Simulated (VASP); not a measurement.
Input of a VASP 6.6.1 run:

Contents of INCAR:

```
  ALGO = Fast
  EDIFF = 1E-6
  ENCUT = 520
  GGA = PE
  ISIF = 2
  ISMEAR = 0
  LASPH = True
  LCHARG = False
  LREAL = False
  LWAVE = False
  NBANDS = 30
  NELM = 80
  PREC = Accurate
  SIGMA = 0.15
```

KPOINTS

```
k-points
0
Gamma
  18 18 6
```

POSCAR

```
Ag
1.0
    2.9368174862      0.0000000000      0.0000000000
   -1.4684087431      2.5433585493      0.0000000000
    0.0000000000      0.0000000000      9.5635118913
Ag
4
Direct
    0.3333333333      0.6666666667      0.2500000000
    0.6666666667      0.3333333333      0.7500000000
    0.0000000000      0.0000000000      0.0000000000
    0.0000000000      0.0000000000      0.5000000000
```

Potentials or basis: VASP PAW PBE potentials, release 64 (Ag).

Launch:

```sh
$ cat potpaw_PBE.64/Ag/POTCAR > POTCAR
$ mpirun -np 1 vasp_std > vasp.out
```

Question: Predict the band gap on the k mesh.

Answer: Zero (band 22 reaches 11.12 eV, above the bottom of band 23 at 4.73 eV).

Question: Estimate the pressure.

Answer: -0.1 GPa.

Stress tensor (GPa, compression positive):
```
-0.15  0.00  0.00
 0.00 -0.15  0.00
 0.00  0.00  0.13
```
